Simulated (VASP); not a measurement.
# ZrWS3 (Pm-3m) in VASP: single point with PBE

Aim: the single point of ZrWS3 with PBE.

All numbers are computed with VASP 6.6.1; they aren't measurements. Logs are shortened: lines on timing, memory, paths and dates and some standing lists are left out, and cuts for length are marked.

### 1 The cell of the first run

It takes space group Pm-3m (No. 221, cubic). The conventional cell has a = 5.002 Å, b = 5.002 Å, c = 5.002 Å, α = 90.00°, β = 90.00°, γ = 90.00°. Within 4.6 Å of Zr (site symmetry m-3m) lie 12 S at 3.54 Å and 8 W at 4.33 Å. Within 3.3 Å of W (site symmetry m-3m) lie 6 S at 2.50 Å. S (site symmetry 4/mmm) has 2 W at 2.50 Å within 3.3 Å.

### 2 Single point, PBE

Contents of INCAR:

```
SYSTEM = ZrWS3
PREC = Accurate
ENCUT = 520
EDIFF = 1E-6
ISMEAR = 0
SIGMA = 0.1
LREAL = .FALSE.
LASPH = .TRUE.
NELM = 80
ALGO = Normal
ISIF = 2
LWAVE = .FALSE.
LCHARG = .TRUE.
GGA = PE
LELF = .TRUE.
LVHAR = .TRUE.
NBANDS = 30
```

Contents of KPOINTS:

```
Automatic mesh
0
G
  4 4 4
  0 0 0
```

Contents of POSCAR:

```
ZrWS3
1.0
    5.0015092200      0.0000000000      0.0000000000
    0.0000000000      5.0015092200      0.0000000000
    0.0000000000      0.0000000000      5.0015092200
Zr W S
1 1 3
Direct
    0.5000000000      0.5000000000      0.5000000000
    0.0000000000      0.0000000000      0.0000000000
    0.5000000000      0.0000000000      0.0000000000
    0.0000000000      0.5000000000      0.0000000000
    0.0000000000      0.0000000000      0.5000000000
```

Potentials or basis: VASP PAW PBE potentials, release 64 (Zr_sv, W_sv, S).

Started as:

```bash
> cat potpaw_PBE.64/Zr_sv/POTCAR potpaw_PBE.64/W_sv/POTCAR potpaw_PBE.64/S/POTCAR > POTCAR
> mpirun -np 1 vasp_std > vasp.out
```

OUTCAR:

```text
SYSTEM = ZrWS3
   PREC = Accurate
   ENCUT = 520
   EDIFF = 1E-6
   ISMEAR = 0
   LREAL = .FALSE.
   LASPH = .TRUE.
   NELM = 80
   ISIF = 2
   GGA = PE

 ion  position               nearest neighbor table
   1  0.500  0.500  0.500-
   2  0.000  0.000  0.000-   3 2.50   4 2.50   5 2.50   5 2.50   4 2.50   3 2.50
   3  0.500  0.000  0.000-   2 2.50   2 2.50
   4  0.000  0.500  0.000-   2 2.50   2 2.50
   5  0.000  0.000  0.500-   2 2.50   2 2.50

  LATTYP: Found a simple cubic cell.
 ALAT       =     5.0015092200

  Lattice vectors:

 A1 = (   5.0015092200,   0.0000000000,   0.0000000000)
 A2 = (   0.0000000000,   5.0015092200,   0.0000000000)
 A3 = (   0.0000000000,   0.0000000000,   5.0015092200)

Analysis of symmetry for initial positions (statically):
=====================================================================
 Subroutine PRICEL returns:
 Original cell was already a primitive cell.

 Routine SETGRP: Setting up the symmetry group for a
 simple cubic supercell.

 Subroutine GETGRP returns: Found 48 space group operations
 (whereof 48 operations were pure point group operations)
 out of a pool of 48 trial point group operations.

The static configuration has the point symmetry O_h .

Analysis of symmetry for dynamics (positions and initial velocities):
=====================================================================
 Subroutine PRICEL returns:
 Original cell was already a primitive cell.

 Routine SETGRP: Setting up the symmetry group for a
 simple cubic supercell.

 Subroutine GETGRP returns: Found 48 space group operations
 (whereof 48 operations were pure point group operations)
 out of a pool of 48 trial point group operations.

The dynamic configuration has the point symmetry O_h .

 Subroutine INISYM returns: Found 48 space group operations
 (whereof 48 operations are pure point group operations),
 and found     1 'primitive' translations

----------------------------------------------------------------------------------------

                                     Primitive cell

  volume of cell :     125.1132

  direct lattice vectors                    reciprocal lattice vectors
     5.001509220  0.000000000  0.000000000     0.199939649  0.000000000  0.000000000
     0.000000000  5.001509220  0.000000000     0.000000000  0.199939649  0.000000000
     0.000000000  0.000000000  5.001509220     0.000000000  0.000000000  0.199939649
[... 75 lines left out ...]
   EDIFF  = 0.1E-05   stopping-criterion for ELM
   LREAL  =      F    real-space projection
   EDIFFG = 0.1E-04   stopping-criterion for IOM
   NSW    =      0    number of steps for IOM
   IBRION =     -1    ionic relax: 0-MD 1-quasi-New 2-CG
   NFREE  =      0    steps in history (QN), initial steepest desc. (CG)
   ISIF   =      2    stress and relaxation
   ISYM   =      2    0-nonsym 1-usesym 2-fastsym
   POTIM  = 0.5000    time-step for ionic-motion
   TEBEG  =    0.0;   TEEND  =   0.0 temperature during run
   PSTRESS=    0.0 pullay stress
   NELECT =      44.0000    total number of electrons
   NUPDOWN=      -1.0000    fix difference up-down
   EMIN   =  10.00;   EMAX   =-10.00  energy-range for DOS
   EFERMI =   0.00;   METHOD = LEGACY
   ISMEAR =     0;   SIGMA  =   0.10  broadening in eV -4-tet -1-fermi 0-gaus
   EFERMI_NEDOS =   21; number of points for ismear=-14 and -15
   IALGO  =     38    algorithm
   IMIX   =      4    mixing-type and parameters
     AMIX     =   0.40;   BMIX     =  1.00
     AMIX_MAG =   1.60;   BMIX_MAG =  1.00
  volume/ion in A,a.u.               =      25.02       168.86
  Fermi-wavevector in a.u.,A,eV,Ry     =   1.155557  2.183686 18.168018  1.335312
  Thomas-Fermi vector in A             =   2.292184
   LORBIT       =      0    0 simple, 1 ext, 2 COOP (PROOUT), +10 PAW based schemes
   GGA     = PE    functional components
   LHFCALC =     F    Hartree Fock is set to
   AEXX    =    0.0000 exact exchange contribution
   IVDW    =     0    specifies the selected vdW correction
   LEPSILON=     F    determine dielectric tensor
   LRPA    =     F    only Hartree local field effects (RPA)
 non-spin polarized calculation
 Gauss-broadening in eV      SIGMA  =   0.10
  energy-cutoff  :      520.00
  volume of cell :      125.11
 maximum number of plane-waves:      3407
 NGX is ok and might be reduce to    40
   NGX = 19   NGY = 19   NGZ = 19

 number of electron      43.9999999 magnetization

 Free energy of the ion-electron system (eV)
  ---------------------------------------------------
  ext. energy  EPLUGINS =         0.00000000
  ---------------------------------------------------
  free energy    TOTEN  =       -31.97255811 eV

  energy without entropy =      -31.92380387  energy(sigma->0) =      -31.94818099

 E-fermi :   5.4366     XC(G=0):  -9.5919

 val. band max:        5.4212969930   @ k =   0.5000   0.0000   0.0000
 cond. band min:       5.4820781060   @ k =   0.5000   0.2500   0.2500
 fundamental gap:      0.0607811129
 Fermi energy:         5.4365809947

 k-point     1 :       0.0000    0.0000    0.0000
  band No.  band energies     occupation
      1     -69.7219      2.00000
      2     -45.7756      2.00000
      3     -33.8687      2.00000
      4     -33.8687      2.00000
      5     -33.8687      2.00000
      6     -23.6937      2.00000
[... 319 lines left out ...]
     29       6.4938      0.00000
     30      11.1797      0.00000

------------------------ aborting loop because EDIFF is reached ----------------------------------------

  FORCE on cell =-STRESS in cart. coord.  units (eV):
  Direction    XX          YY          ZZ          XY          YZ          ZX
  --------------------------------------------------------------------------------------
  -------------------------------------------------------------------------------------
  Total      -12.2691081    -12.2691081    -12.2691081      0.0000000      0.0000000     -0.0000000
  in kB     -157.1159786   -157.1159786   -157.1159786      0.0000000      0.0000000     -0.0000000
  external PRESSURE =    -157.1159786 kB  Pullay stress =       0.0000000 kB

 VOLUME and BASIS-vectors are now :
 -----------------------------------------------------------------------------
  energy-cutoff  :      520.00
  volume of cell :      125.11
      direct lattice vectors                 reciprocal lattice vectors
     5.001509220  0.000000000  0.000000000     0.199939649  0.000000000  0.000000000
     0.000000000  5.001509220  0.000000000     0.000000000  0.199939649  0.000000000
     0.000000000  0.000000000  5.001509220     0.000000000  0.000000000  0.199939649

 POSITION                                       TOTAL-FORCE (eV/Angst)
 -----------------------------------------------------------------------------------
      2.50075      2.50075      2.50075         0.000000      0.000000      0.000000
      0.00000      0.00000      0.00000         0.000000      0.000000      0.000000
      2.50075      0.00000      0.00000         0.000000      0.000000      0.000000
      0.00000      2.50075      0.00000         0.000000      0.000000      0.000000
      0.00000      0.00000      2.50075         0.000000      0.000000      0.000000
 -----------------------------------------------------------------------------------
    total drift:                                0.000000      0.000000     -0.000000

  FREE ENERGIE OF THE ION-ELECTRON SYSTEM (eV)
  ---------------------------------------------------
  free  energy   TOTEN  =       -31.9725581143 eV

  energy  without entropy=      -31.9238038716  energy(sigma->0) =      -31.94818099
```

OSZICAR:

```text
N       E                     dE             d eps       ncg     rms          rms(c)
DAV:   1     0.358795087886E+03    0.35880E+03   -0.21150E+04   608   0.138E+03
DAV:   2    -0.128330187520E+02   -0.37163E+03   -0.36255E+03   744   0.366E+02
DAV:   3    -0.365337998517E+02   -0.23701E+02   -0.23268E+02   930   0.813E+01
[... 12 lines left out ...]
DAV:  16    -0.319725673728E+02    0.16770E-03   -0.13887E-04   720   0.535E-02    0.348E-02
DAV:  17    -0.319725674175E+02   -0.44683E-07   -0.10098E-05   818   0.166E-02    0.259E-02
DAV:  18    -0.319725608964E+02    0.65211E-05   -0.27952E-06   524   0.663E-03    0.153E-02
DAV:  19    -0.319725582996E+02    0.25968E-05   -0.25662E-06   586   0.530E-03    0.432E-03
DAV:  20    -0.319725581143E+02    0.18527E-06   -0.30827E-07   372   0.236E-03
   1 F= -.31972558E+02 E0= -.31948181E+02  d E =-.487542E-01
```

stdout:

```text
POSCAR found type information on POSCAR ZrW S
 POSCAR found :  3 types and       5 ions
 scaLAPACK will be used
 LDA part: xc-table for (Slater+PW92), standard interpolation
 POSCAR, INCAR and KPOINTS ok, starting setup
 FFT: planning ... GRIDC
 FFT: planning ... GRID_SOFT
 FFT: planning ... GRID
 WAVECAR not read
 entering main loop
```

Run time: 73 s. Hardware: 1 thread of Intel Xeon Platinum 8488C (Sapphire Rapids), shared host; peak memory 0.25 GiB.

Results:

```yaml
Free_energy: -31.9726 eV
Pressure: -15.7 GPa
Band_gap_on_the_k_mesh: zero (band 22 reaches 5.59 eV, above the bottom of band 23 at 3.87 eV)
```

Levels at points of the mesh, in eV from the Fermi level:
| k point | band 19 | band 20 | band 21 | band 22 | band 23 | band 24 | band 25 | band 26 |
| --- | --- | --- | --- | --- | --- | --- | --- | --- |
| (0.00, 0.00, 0.00) | -1.74 | -1.74 | -1.57 | -1.57 | -1.57 | -0.56 | -0.56 | -0.25 |
| (0.50, 0.00, 0.00) | -2.10 | -2.10 | -1.37 | -0.02 | 0.11 | 0.39 | 0.74 | 0.79 |
| (0.50, 0.50, 0.00) | -3.12 | -1.36 | -0.09 | 0.12 | 0.28 | 0.28 | 0.73 | 0.86 |
| (0.50, 0.50, 0.50) | -1.09 | -1.09 | 0.06 | 0.06 | 0.06 | 0.10 | 0.28 | 0.28 |

Caveat: spin-orbit coupling is left out, which moves the levels of the heavy elements.
